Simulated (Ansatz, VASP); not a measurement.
## KBr: VASP beside Ansatz

```xyz
2
Lattice="0.0000 3.6883 3.6883 3.6883 0.0000 3.6883 3.6883 3.6883 0.0000" Properties=species:S:1:pos:R:3 pbc="T T T"
K     0.0000    0.0000    0.0000
Br    1.8441    1.8441    1.8441
```

Alike in both runs: task single point; functional r2SCANh; k mesh 4 × 4 × 4; no spin polarisation.

```csv
,VASP,Ansatz
version,VASP 6.6.1,Ansatz 0.2.0
potentials or method,"VASP PAW PBE potentials, release 64 (K_sv, Br)","plane waves, PAW"
plane-wave cutoff (eV),520,500
occupations,"gaussian, width 0.01 eV",fixed
valence electrons in the cell,16,16
```

```tsv
	VASP	Ansatz	Ansatz less VASP
gap on the k mesh at the Fermi level (eV)	5.46	5.46	-0.003
pressure (GPa)	0.0	0.0	+0.01
```

VASP's potentials were made for PBE, not for r2SCANh. Ansatz's warnings: stress exchange threshold loose, stress scf threshold loose.
